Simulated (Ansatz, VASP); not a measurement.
HfGe3: VASP beside Ansatz

The input INCAR:

```
SYSTEM = HfGe3
ALGO     = Normal         ! electronic algorithm
EDIFF    = 1E-6           ! SCF threshold, eV
ENCUT    = 520            ! plane-wave cutoff, eV
GGA      = PE             ! functional
ISIF     = 2              ! what is computed and relaxed
ISMEAR   = 0              ! smearing method
LASPH    = .TRUE.         ! aspherical terms in the spheres
LCHARG   = .FALSE.        ! write CHGCAR
LREAL    = .FALSE.        ! projectors in reciprocal space
LWAVE    = .FALSE.        ! write WAVECAR
NBANDS   = 34             ! bands
NELM     = 60             ! most SCF steps
PREC     = Accurate       ! precision mode
SIGMA    = 0.05           ! smearing width, eV
```

Contents of KPOINTS:

```
k-points
0
G
  8 8 8
  0 0 0
```

File POSCAR:

```
HfGe3
1.0
    4.2058110051      0.0255223137      0.0032921988
    0.0255223137      4.1663102854     -0.0545021581
    0.0032921988     -0.0545021581      4.2650975188
Hf Ge
1 3
Direct
    0.0078030047      0.0022009488     -0.0731509886
    0.0414435576      0.5185152294      0.4856233496
    0.4414760851      0.5202422053      0.0514384447
    0.5092773526     -0.0409583835      0.5360891943
```

Input for Ansatz:

```yaml
crystal:
  lattice:
    - [4.2058110051, 0.0255223137, 0.0032921988]
    - [0.0255223137, 4.1663102854, -0.0545021581]
    - [0.0032921988, -0.0545021581, 4.2650975188]
  atoms:
    - { symbol: Hf, position: [0.0078030047, 0.0022009488, -0.0731509886] }
    - { symbol: Ge, position: [0.0414435576, 0.5185152294, 0.4856233496] }
    - { symbol: Ge, position: [0.4414760851, 0.5202422053, 0.0514384447] }
    - { symbol: Ge, position: [0.5092773526, -0.0409583835, 0.5360891943] }
basis:
  ecutwfc: 420
  ecutrho_ratio: 4
kpoints:
  mp_grid: { grid: [8, 8, 8] }
hamiltonian:
  xc: pbe
scf:
  occupations: { method: gaussian, width: 0.05 }
output:
  forces: true
  stress: true
  eigenvalues: true
```

Change from the starting cell: all atoms moved at random (sigma 0.15 Å), cell strained at random (1 %).

Alike in both runs: task single point; functional PBE; k mesh 8 × 8 × 8; occupations gaussian, width 0.05 eV; no spin polarisation.

```csv
,VASP,Ansatz
version,VASP 6.6.1,Ansatz 0.2.0
potentials or method,"VASP PAW PBE potentials, release 64 (Hf_pv, Ge_d), cutoff 520 eV","scalar-relativistic, plane waves, PAW"
valence electrons in the cell,52,68
```

Ansatz gave:

```
gap on the k mesh at the Fermi level (eV)                     : none
pressure (GPa)                                                : 4.2
traceless stress, the component that is largest in VASP (GPa) : -2.91
rms of the force components (eV/Å)                            : 0.789
```

Question: Which values does VASP return?

Answer: gap on the k mesh at the Fermi level (eV): none; pressure (GPa): 4.1; traceless stress, the component that is largest in VASP (GPa): -2.90; rms of the force components (eV/Å): 0.783.

Atom by atom the forces differ by 0.012 eV/Å (rms over components). A gap of «none» marks a metal or a gap that the smearing closes. VASP's potentials hold 52 valence electrons a cell and Ansatz's 68, so a difference there can come from the potentials and not from the codes.

Neither program's run includes spin-orbit coupling.
